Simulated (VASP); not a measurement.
Runs of VASP 6.6.1 on GaSb. The structure is that of space group F-43m (No. 216), or close to it. The cells are those of the table. 

```csv
cell,gap on the mesh (eV),pressure (GPa)
"a = 4.614 Å, angles 60.0°, 2 atoms",none,-4.5
"a = 4.174 Å, angles 60.0°, 2 atoms",0.64,10.1
"a = 4.339, b = 4.339, c = 4.394 Å, angles 59.6, 59.6, 60.8°, 2 atoms",-,(a)
"a = 4.339, b = 4.339, c = 4.284 Å, angles 60.4, 60.4, 59.2°, 2 atoms",-,(b)
```

Alike in all rows: task single point; level PBE; potentials or basis VASP PAW PBE potentials, release 64 (Ga_d, Sb); no spin polarisation; k mesh 16 × 16 × 16; cutoff (eV) 520; smearing gaussian 0.15 eV.

Question: Estimate the missing entries.

Answer: (a) 1.3; (b) 2.6.

Caveats: spin-orbit coupling is left out, which moves the levels of the heavy elements.

A k mesh can miss the band edges, and the runs leave out spin-orbit coupling on Ga, Sb.

A gap of «none» marks levels without a gap at the run's occupations.
